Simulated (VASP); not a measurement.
Wanted: the native input for a VASP 6.6.1 run.

```
Task                   : single point
Functional             : PBEsol
Potentials or basis    : VASP PAW PBE potentials, release 64 (O, H, C, N)
Cutoff                 : 520 eV
k mesh                 : 1 × 1 × 1
Occupations            : fermi-dirac, width 0.02 eV
Spin                   : no spin polarisation
Dipole correction      : no
Further INCAR settings : LREAL = Auto; ALGO = Normal; EDIFF = 1e-06; NBANDS = 50
```

The structure of H15C2NO6 lies in POSCAR:

```
H15C2NO6
1.0
    6.4392770000      0.0000000000      0.0000000000
    0.0000000000      6.4392770000      0.0000000000
    0.0000000000      0.0000000000      6.4392770000
O H C N
6 15 2 1
Direct
    0.2950331225      0.8448153418     -0.0025002807
    0.3141191162      0.4111641726      0.4439007671
    0.7394308398      0.4644620817      0.6345743474
    0.5823324575      0.8427654223      0.4249700704
    0.1323285207      0.8116128565      0.3577575557
    0.1374377900      0.0746046489      0.6542194100
    0.2385671559      0.9518304617     -0.0991881542
    0.2670020252      0.6987741015     -0.0449274041
    0.2048832501      0.5154460664      0.4250166595
    0.3089632578      0.3284996126      0.3171629361
    0.6361117871      0.5625010385      0.5921938131
    0.8598636151      0.5559164484      0.6534118660
    0.4607349552      0.8846800658      0.3367614097
    0.5842115505      0.9301975983      0.5481516015
    0.1626735424      0.7917814376      0.2048366610
   -0.0103427761      0.8197038270      0.3705074343
    0.1809830514      0.2199470531      0.5956724645
    0.1512592175     -0.0207010818      0.5404488734
    0.6578844178      0.3222100866      0.1013623113
    0.7381574049      0.1841976980     -0.1349375093
    0.7891103302      0.0991415651      0.1650651152
    0.7803981720      0.2239071250      0.0288697007
    0.9614588719      0.3595745299      0.0238536097
    1.1115999514      0.4551753248      0.0145047340
```

These files were run (other wordings do the same):

INCAR

```
ALGO = Normal
EDIFF = 1E-6
ENCUT = 520
GGA = PS
ISIF = 2
ISMEAR = -1
LASPH = True
LCHARG = True
LELF = True
LREAL = Auto
LVHAR = True
LWAVE = False
NBANDS = 50
NELM = 60
PREC = Accurate
SIGMA = 0.02
```

KPOINTS

```
k-points
0
Gamma
  1 1 1
```

Potentials or basis: VASP PAW PBE potentials, release 64 (O, H, C, N).

Run with:

```sh
$ cat potpaw_PBE.64/O/POTCAR potpaw_PBE.64/H/POTCAR potpaw_PBE.64/C/POTCAR potpaw_PBE.64/N/POTCAR > POTCAR
$ mpirun -np 1 vasp_gam > vasp.out
```

It gave:

* Pressure: 0.1 GPa
* Largest force: 3.097 eV/Å

Caveat: the k points lie up to 0.98 Å⁻¹ apart; the atoms stand as in a frame of molecular dynamics; the PAW data sets were made with another functional, which shifts forces and pressure a little.

Wall time 21 s on 1 thread of Intel(R) Xeon(R) Platinum 8488C (Sapphire Rapids), with other jobs on the host, peak memory 0.3 GiB.
